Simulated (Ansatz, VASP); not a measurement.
**HfB: VASP beside Ansatz**

INCAR

```
SYSTEM = HfB
  ALGO = Normal
  EDIFF = 1E-8
  ENCUT = 520
  GGA = PE
  ISIF = 2
  ISMEAR = -1
  LASPH = .True.
  LCHARG = .False.
  LEFG = .True.
  LREAL = .False.
  LWAVE = .False.
  NBANDS = 14
  NELM = 60
  PREC = Accurate
  SIGMA = 0.05
```

The input KPOINTS:

```
k-points
0
Gamma
  15 15 15
  0 0 0
```

POSCAR

```
HfB
1.0
    0.0000000000      2.3290917749      2.3290917749
    2.3290917749      0.0000000000      2.3290917749
    2.3290917749      2.3290917749      0.0000000000
Hf B
1 1
Direct
    0.5000000000      0.5000000000      0.5000000000
    0.0000000000      0.0000000000      0.0000000000
```

Input for Ansatz:

```yaml
crystal:
  lattice:
    - [0.0, 2.3290917749, 2.3290917749]
    - [2.3290917749, 0.0, 2.3290917749]
    - [2.3290917749, 2.3290917749, 0.0]
  atoms:
    - { symbol: Hf, position: [0.5, 0.5, 0.5] }
    - { symbol: B, position: [0.0, 0.0, 0.0] }
kpoints:
  mp_grid: { grid: [15, 15, 15] }
scf:
  occupations: { method: fermi_dirac, width: 0.05 }
hamiltonian:
  xc: pbe
  pseudopotentials: { kind: paw }
output:
  forces: true
  stress: true
  eigenvalues: true
  efg: { contact_densities: true }
```

Change from the starting cell: volume scaled by 1.025, PAW files.

Alike in both runs: task electric field gradients; functional PBE; k mesh 15 × 15 × 15; occupations fermi-dirac, width 0.05 eV; no spin polarisation.

|  | VASP | Ansatz |
| --- | --- | --- |
| version | VASP 6.6.1 | Ansatz 0.2.0 |
| potentials or method | VASP PAW PBE potentials, release 64 (Hf_pv, B) | PAW with Ansatz's default frozen-core files, scalar-relativistic |
| plane-wave cutoff (eV) | 520 | 420 |
| valence electrons in the cell | 13 | 29 |

|  | VASP | Ansatz | Ansatz less VASP |
| --- | --- | --- | --- |
| pressure (GPa) | 24.0 | 23.3 | -0.70 |

VASP's potentials hold 13 valence electrons a cell and Ansatz's 29, so a difference there can come from the potentials and not from the codes.

Spin-orbit coupling is off throughout.
